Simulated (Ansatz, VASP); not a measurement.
HfC in VASP and in Ansatz

```xyz
4
Lattice="3.8530 0.0000 0.0000 -1.9265 3.3368 0.0000 0.0000 0.0000 4.6375" Properties=species:S:1:pos:R:3 pbc="T T T"
Hf    0.0000    2.2245   -0.2803
Hf    1.9265    1.1123    2.0385
C     0.0000    2.2245    2.0240
C     1.9265    1.1123    4.3428
```

Alike in both runs: task electric field gradients; functional PBE; k mesh 13 × 13 × 7; occupations fermi-dirac, width 0.08 eV; no spin polarisation.

|  | VASP | Ansatz |
| --- | --- | --- |
| version | VASP 6.6.1 | Ansatz 0.2.0 |
| potentials or method | VASP PAW PBE potentials, release 64 (Hf_pv, C) | PAW with Ansatz's default frozen-core files, scalar-relativistic |
| plane-wave cutoff (eV) | 520 | 420 |
| valence electrons in the cell | 28 | 60 |

```csv
,VASP,Ansatz,Ansatz less VASP
pressure (GPa),-0.5,0.0,+0.52
size of Vzz on the site where it differs most (V/Å²),178.5,203.4,+24.97
```

With one functional, cell and mesh, what is left measures potentials, basis and numerics. VASP's potentials hold 28 valence electrons a cell and Ansatz's 60, so a difference there can come from the potentials and not from the codes.

Neither program's run includes spin-orbit coupling.
